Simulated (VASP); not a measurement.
# Ag (Fm-3m) in VASP: notebook

Runs on Ag. Level: PBE. Tasks: electric field gradients.

Everything below comes from runs of VASP 6.6.1. Logs are shortened: lines on timing, memory, paths and dates and some standing lists are left out, and cuts for length are marked.

**1. The cell of the first run**

Symmetry: Fm-3m, No. 225, cubic system. Conventional cell: a = 4.086 Å, b = 4.086 Å, c = 4.086 Å, α = 90.00°, β = 90.00°, γ = 90.00°. Within 3.8 Å of Ag (site symmetry m-3m) lie 12 Ag at 2.89 Å.

**2. Electric field gradients, PBE**

Contents of INCAR:

```
SYSTEM = Ag
ALGO = Normal ; EDIFF = 1E-8
ENCUT = 400 ; GGA = PE
GGA_COMPAT = .FALSE. ; ISIF = 2
ISMEAR = -1 ; LASPH = .TRUE.
LCHARG = .FALSE. ; LEFG = .TRUE.
LREAL = .FALSE. ; LWAVE = .FALSE.
NBANDS = 12 ; NELM = 120
PREC = Accurate ; SIGMA = 0.03
```

Contents of KPOINTS:

```
k-points
0
G
  15 15 15
  0 0 0
```

Contents of POSCAR:

```
Ag
1.0
    0.0000000000      2.0431000000      2.0431000000
    2.0431000000      0.0000000000      2.0431000000
    2.0431000000      2.0431000000      0.0000000000
Ag
1
Direct
    0.0000000000      0.0000000000      0.0000000000
```

Potentials or basis: VASP PAW PBE potentials, release 64 (Ag).

On the command line:

```bash
> cat potpaw_PBE.64/Ag/POTCAR > POTCAR
> mpirun -np 1 vasp_std > vasp.out
```

OUTCAR:

```text
SYSTEM = Ag
   EDIFF = 1E-8
   ENCUT = 400
   GGA = PE
   ISIF = 2
   ISMEAR = -1
   LASPH = .TRUE.
   LREAL = .FALSE.
   NELM = 120
   PREC = Accurate

 ion  position               nearest neighbor table
   1  0.000  0.000  0.000-

  LATTYP: Found a face centered cubic cell.
 ALAT       =     4.0862000000

  Lattice vectors:

 A1 = (   0.0000000000,   2.0431000000,   2.0431000000)
 A2 = (   2.0431000000,   0.0000000000,   2.0431000000)
 A3 = (   2.0431000000,   2.0431000000,   0.0000000000)

Analysis of symmetry for initial positions (statically):
=====================================================================
 Subroutine PRICEL returns:
 Original cell was already a primitive cell.

 Routine SETGRP: Setting up the symmetry group for a
 face centered cubic supercell.

 Subroutine GETGRP returns: Found 48 space group operations
 (whereof 48 operations were pure point group operations)
 out of a pool of 48 trial point group operations.

The static configuration has the point symmetry O_h .

Analysis of symmetry for dynamics (positions and initial velocities):
=====================================================================
 Subroutine PRICEL returns:
 Original cell was already a primitive cell.

 Routine SETGRP: Setting up the symmetry group for a
 face centered cubic supercell.

 Subroutine GETGRP returns: Found 48 space group operations
 (whereof 48 operations were pure point group operations)
 out of a pool of 48 trial point group operations.

The dynamic configuration has the point symmetry O_h .

 Subroutine INISYM returns: Found 48 space group operations
 (whereof 48 operations are pure point group operations),
 and found     1 'primitive' translations

----------------------------------------------------------------------------------------

                                     Primitive cell

  volume of cell :      17.0569

  direct lattice vectors                    reciprocal lattice vectors
     0.000000000  2.043100000  2.043100000    -0.244726151  0.244726151  0.244726151
     2.043100000  0.000000000  2.043100000     0.244726151 -0.244726151  0.244726151
     2.043100000  2.043100000  0.000000000     0.244726151  0.244726151 -0.244726151

  length of vectors
     2.889379729  2.889379729  2.889379729     0.423878128  0.423878128  0.423878128

  position of ions in fractional coordinates (direct lattice)
     0.000000000  0.000000000  0.000000000

  ion indices of the primitive-cell ions
   primitive index   ion index
                 1           1

----------------------------------------------------------------------------------------

 KPOINTS: k-points

Automatic generation of k-mesh.
 Grid dimensions read from file:
 generate k-points for:   15   15   15

 Generating k-lattice:

  Cartesian coordinates                     Fractional coordinates (reciprocal lattice)
    -0.016315077  0.016315077  0.016315077     0.066666667  0.000000000  0.000000000
     0.016315077 -0.016315077  0.016315077     0.000000000  0.066666667  0.000000000
     0.016315077  0.016315077 -0.016315077     0.000000000  0.000000000  0.066666667

  Length of vectors
     0.028258542  0.028258542  0.028258542

  Shift w.r.t. Gamma in fractional coordinates (k-lattice)
     0.000000000  0.000000000  0.000000000

 Subroutine IBZKPT returns following result:
 ===========================================

 Found    120 irreducible k-points:

 Following reciprocal coordinates:
            Coordinates               Weight
  0.000000  0.000000  0.000000      1.000000
  0.066667  0.000000  0.000000      8.000000
  0.133333  0.000000  0.000000      8.000000
  0.200000  0.000000  0.000000      8.000000
  0.266667  0.000000  0.000000      8.000000
  0.333333  0.000000  0.000000      8.000000
[... 16 lines left out ...]
  0.133333  0.133333  0.000000      6.000000
  0.200000  0.133333  0.000000     24.000000
 [... further k-points ...]
   k-points           NKPTS =    120   k-points in BZ     NKDIM =    120   number of bands    NBANDS=     12
   number of dos      NEDOS =    301   number of ions     NIONS =      1
   total plane-waves  NPLWV =   8000
   dimension x,y,z NGX =    20 NGY =   20 NGZ =   20
   dimension x,y,z NGXF=    40 NGYF=   40 NGZF=   40
   ions per type =               1
   NGX,Y,Z   is equivalent  to a cutoff of  11.51, 11.51, 11.51 a.u.
   NGXF,Y,Z  is equivalent  to a cutoff of  23.01, 23.01, 23.01 a.u.
 SYSTEM =  Ag
   PREC   = accura    normal or accurate (medium, high low for compatibility)
   ISTART =      0    job   : 0-new  1-cont  2-samecut
   ICHARG =      2    charge: 1-file 2-atom 10-const
   ISPIN  =      1    spin polarized calculation?
   LNONCOLLINEAR =      F non collinear calculations
   LSORBIT =      F    spin-orbit coupling
   LASPH  =      T    aspherical Exc in radial PAW
   ENCUT  =  400.0 eV  29.40 Ry    5.42 a.u.   4.71  4.71  4.71*2*pi/ulx,y,z
   NELM   =    120;   NELMIN=  2; NELMDL= -5     # of ELM steps
   EDIFF  = 0.1E-07   stopping-criterion for ELM
   LREAL  =      F    real-space projection
   EDIFFG = 0.1E-06   stopping-criterion for IOM
   NSW    =      0    number of steps for IOM
   IBRION =     -1    ionic relax: 0-MD 1-quasi-New 2-CG
   NFREE  =      0    steps in history (QN), initial steepest desc. (CG)
   ISIF   =      2    stress and relaxation
   ISYM   =      2    0-nonsym 1-usesym 2-fastsym
   POTIM  = 0.5000    time-step for ionic-motion
   TEBEG  =    0.0;   TEEND  =   0.0 temperature during run
   PSTRESS=    0.0 pullay stress
   NELECT =      11.0000    total number of electrons
   NUPDOWN=      -1.0000    fix difference up-down
   EMIN   =  10.00;   EMAX   =-10.00  energy-range for DOS
   EFERMI =   0.00;   METHOD = LEGACY
   ISMEAR =    -1;   SIGMA  =   0.03  broadening in eV -4-tet -1-fermi 0-gaus
   EFERMI_NEDOS =   21; number of points for ismear=-14 and -15
   IALGO  =     38    algorithm
   IMIX   =      4    mixing-type and parameters
     AMIX     =   0.40;   BMIX     =  1.00
     AMIX_MAG =   1.60;   BMIX_MAG =  1.00
  volume/ion in A,a.u.               =      17.06       115.11
  Fermi-wavevector in a.u.,A,eV,Ry     =   1.414402  2.672832 27.218893  2.000532
  Thomas-Fermi vector in A             =   2.535948
   LORBIT       =      0    0 simple, 1 ext, 2 COOP (PROOUT), +10 PAW based schemes
   GGA     = PE    functional components
   LHFCALC =     F    Hartree Fock is set to
   AEXX    =    0.0000 exact exchange contribution
   IVDW    =     0    specifies the selected vdW correction
   LEPSILON=     F    determine dielectric tensor
   LRPA    =     F    only Hartree local field effects (RPA)
 non-spin polarized calculation
  energy-cutoff  :      400.00
  volume of cell :       17.06
 maximum number of plane-waves:       331
   NGX =  9   NGY =  9   NGZ =  9

 number of electron      11.0000005 magnetization

 Free energy of the ion-electron system (eV)
  ---------------------------------------------------
  ext. energy  EPLUGINS =         0.00000000
  ---------------------------------------------------
  free energy    TOTEN  =        -2.70375095 eV

  energy without entropy =       -2.70225176  energy(sigma->0) =       -2.70300136

 E-fermi :   8.5805     XC(G=0): -12.2082

 val. band max:        8.5667211953   @ k =  -0.3333   0.2000   0.0000
 cond. band min:       8.6047038100   @ k =  -0.4000   0.1333   0.0000
 fundamental gap:      0.0379826147
 Fermi energy:         8.5805070517

 k-point     1 :       0.0000    0.0000    0.0000
  band No.  band energies     occupation
      1       0.6595      2.00000
      2       3.6152      2.00000
      3       3.6152      2.00000
      4       3.6152      2.00000
      5       4.6478      2.00000
      6       4.6478      2.00000
      7      24.4495      0.00000
      8      28.0251      0.00000
      9      28.0251      0.00000
     10      28.0251      0.00000
     11      32.8313      0.00000
     12      33.9696      0.00000

 k-point     2 :       0.0667    0.0000    0.0000
  band No.  band energies     occupation
      1       0.7983      2.00000
      2       3.5838      2.00000
      3       3.6536      2.00000
      4       3.6536      2.00000
      5       4.6334      2.00000
      6       4.6334      2.00000
      7      24.4694      0.00000
      8      26.8906      0.00000
      9      28.0822      0.00000
     10      28.0822      0.00000
     11      32.8213      0.00000
     12      33.7985      0.00000
[... 316 lines left out ...]
 k-point    24 :       0.2000    0.1333    0.0000
  band No.  band energies     occupation
      1       1.7936      2.00000
      2       3.2225      2.00000
      3       3.9733      2.00000
      4       4.0076      2.00000
      5       4.4050      2.00000
      6       4.8378      2.00000
      7      23.5263      0.00000
      8      25.1032      0.00000
      9      25.5099      0.00000
     10      26.9989      0.00000
     11      30.5960      0.00000
     12      33.7032      0.00000

 [... further k-points ...]

------------------------ aborting loop because EDIFF is reached ----------------------------------------

  FORCE on cell =-STRESS in cart. coord.  units (eV):
  Direction    XX          YY          ZZ          XY          YZ          ZX
  --------------------------------------------------------------------------------------
  -------------------------------------------------------------------------------------
  Total        0.4311227      0.4311227      0.4311227     -0.0000000      0.0000000     -0.0000000
  in kB       40.4960466     40.4960466     40.4960466     -0.0000000      0.0000000     -0.0000000
  external PRESSURE =      40.4960466 kB  Pullay stress =       0.0000000 kB

 VOLUME and BASIS-vectors are now :
 -----------------------------------------------------------------------------
  energy-cutoff  :      400.00
  volume of cell :       17.06
      direct lattice vectors                 reciprocal lattice vectors
     0.000000000  2.043100000  2.043100000    -0.244726151  0.244726151  0.244726151
     2.043100000  0.000000000  2.043100000     0.244726151 -0.244726151  0.244726151
     2.043100000  2.043100000  0.000000000     0.244726151  0.244726151 -0.244726151

 POSITION                                       TOTAL-FORCE (eV/Angst)
 -----------------------------------------------------------------------------------
      0.00000      0.00000      0.00000        -0.000000      0.000000      0.000000
 -----------------------------------------------------------------------------------
    total drift:                               -0.000000     -0.000000     -0.000000

  FREE ENERGIE OF THE ION-ELECTRON SYSTEM (eV)
  ---------------------------------------------------
  free  energy   TOTEN  =        -2.7037509523 eV

  energy  without entropy=       -2.7022517634  energy(sigma->0) =       -2.70300136

 Electric field gradients (V/A^2)
---------------------------------------------------------------------
 ion       V_xx      V_yy      V_zz      V_xy      V_xz      V_yz
---------------------------------------------------------------------
   1       0.000     0.000    -0.000    -0.001    -0.001    -0.001
---------------------------------------------------------------------

 Electric field gradients after diagonalization (V/A^2)
 (convention: |V_zz| > |V_xx| > |V_yy|)
----------------------------------------------------------------------
 ion       V_xx      V_yy      V_zz     asymmetry (V_yy - V_xx)/ V_zz
----------------------------------------------------------------------
   1       0.001     0.001    -0.002       0.000
----------------------------------------------------------------------

           NMR quadrupolar parameters

 Cq : quadrupolar parameter    Cq=e*Q*V_zz/h
 eta: asymmetry parameters     (V_yy - V_xx)/ V_zz
 Q  : nuclear electric quadrupole moment in mb (millibarn)
----------------------------------------------------------------------
 ion       Cq(MHz)       eta       Q (mb)
----------------------------------------------------------------------
   1      -0.000       0.000       1.000
----------------------------------------------------------------------
```

It took 12 s on 1 thread of AMD EPYC 7R13 (Zen 3), shared host; peak memory 0.1 GiB.

What came out:

- Free energy: -2.7038 eV
- Pressure: 4.0 GPa
- Band gap on the k mesh: zero (an odd number of electrons rules out a gap without spin polarisation)
- Largest electric field gradient by atom: under 0.05 V/Å² on every atom

Levels at points of the mesh, in eV from the Fermi level:
```tsv
k point	band 4	band 5	band 6	band 7	band 8	band 9
(0.00, 0.00, 0.00)	-4.97	-3.93	-3.93	15.87	19.44	19.44
```

Caveat: the cell stands under pressure.

**3. Electric field gradients, PBE (18.08 Å³/atom)**

This run uses another cell than the first one, of 18.08 Å³/atom.

Contents of INCAR:

```
  ALGO = Normal
  EDIFF = 1E-8
  ENCUT = 400
  GGA = PE
  GGA_COMPAT = F
  ISIF = 2
  ISMEAR = -1
  LASPH = T
  LCHARG = F
  LEFG = T
  LREAL = F
  LWAVE = F
  NBANDS = 12
  NELM = 120
  PREC = Accurate
  SIGMA = 0.03
```

Contents of KPOINTS:

```
k-points
0
Gamma
  15 15 15
```

Contents of POSCAR:

```
Ag
1.0
    0.0000000000      2.0831709575      2.0831709575
    2.0831709575      0.0000000000      2.0831709575
    2.0831709575      2.0831709575      0.0000000000
Ag
1
Direct
    0.0000000000      0.0000000000      0.0000000000
```

Potentials or basis: VASP PAW PBE potentials, release 64 (Ag).

On the command line:

```bash
> cat potpaw_PBE.64/Ag/POTCAR > POTCAR
> mpirun -np 1 vasp_std > vasp.out
```

OUTCAR:

```text
EDIFF = 1E-8
   ENCUT = 400
   GGA = PE
   ISIF = 2
   ISMEAR = -1
   LASPH = T
   LREAL = F
   NELM = 120
   PREC = Accurate

 ion  position               nearest neighbor table
   1  0.000  0.000  0.000-

  LATTYP: Found a face centered cubic cell.
 ALAT       =     4.1663419150

  Lattice vectors:

 A1 = (   0.0000000000,   2.0831709575,   2.0831709575)
[... 565 lines left out ...]
 -----------------------------------------------------------------------------------
    total drift:                               -0.000000     -0.000000     -0.000000

  FREE ENERGIE OF THE ION-ELECTRON SYSTEM (eV)
  ---------------------------------------------------
  free  energy   TOTEN  =        -2.7128690393 eV

  energy  without entropy=       -2.7111771774  energy(sigma->0) =       -2.71202311

 Electric field gradients (V/A^2)
---------------------------------------------------------------------
 ion       V_xx      V_yy      V_zz      V_xy      V_xz      V_yz
---------------------------------------------------------------------
   1       0.000    -0.000    -0.000     0.000     0.000     0.000
---------------------------------------------------------------------

 Electric field gradients after diagonalization (V/A^2)
 (convention: |V_zz| > |V_xx| > |V_yy|)
----------------------------------------------------------------------
 ion       V_xx      V_yy      V_zz     asymmetry (V_yy - V_xx)/ V_zz
----------------------------------------------------------------------
   1      -0.000    -0.000     0.000       0.000
----------------------------------------------------------------------

           NMR quadrupolar parameters

 Cq : quadrupolar parameter    Cq=e*Q*V_zz/h
 eta: asymmetry parameters     (V_yy - V_xx)/ V_zz
 Q  : nuclear electric quadrupole moment in mb (millibarn)
----------------------------------------------------------------------
 ion       Cq(MHz)       eta       Q (mb)
----------------------------------------------------------------------
   1       0.000       0.000       1.000
----------------------------------------------------------------------
```

stdout:

```text
POSCAR found type information on POSCAR Ag
 POSCAR found :  1 types and       1 ions
 scaLAPACK will be used
 LDA part: xc-table for (Slater+PW92), standard interpolation
 POSCAR, INCAR and KPOINTS ok, starting setup
 FFT: planning ... GRIDC
 FFT: planning ... GRID_SOFT
 FFT: planning ... GRID
 WAVECAR not read
 entering main loop
ion   1
```

Run time: 12 s. Hardware: 1 thread of AMD EPYC 7R13 (Zen 3), shared host; peak memory 0.1 GiB.

Results:

```yaml
Free_energy: -2.7129 eV
Pressure: -1.7 GPa
Band_gap_on_the_k_mesh: zero (an odd number of electrons rules out a gap without spin polarisation)
Largest_electric_field_gradient_by_atom: under 0.05 V/Å² on every atom
```

The gap in the log of VASP goes by the Fermi energy; the results here count the filled bands.